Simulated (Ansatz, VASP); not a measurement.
# As: VASP beside Ansatz

```
CELL_PARAMETERS angstrom
2.90608 0.00000 0.00000
-1.45304 2.51674 0.00000
0.00000 0.00000 2.74501
ATOMIC_POSITIONS crystal
As 0.00000 0.00000 0.00000
```

Alike in both runs: functional PBE; k mesh 24 × 24 × 20; occupations gaussian, width 0.1 eV; no spin polarisation.

Ansatz relaxed the structure, and its values are those at the end. VASP's run is a single point on that final structure, the one shown.

|  | VASP | Ansatz |
| --- | --- | --- |
| version | VASP 6.6.1 | Ansatz 0.2.0 |
| potentials or method | VASP PAW PBE potentials, release 64 (As), cutoff 520 eV | scalar-relativistic, plane waves, PAW |
| valence electrons in the cell | 5 | 15 |

VASP gave:

```
gap on the k mesh at the Fermi level (eV) : none
pressure (GPa)                            : 0.1
```

Task: Estimate Ansatz's values.

Result: gap on the k mesh at the Fermi level (eV): none; pressure (GPa): 0.0.

A gap of «none» marks a metal or a gap that the smearing closes. VASP's potentials hold 5 valence electrons a cell and Ansatz's 15, so a difference there can come from the potentials and not from the codes.
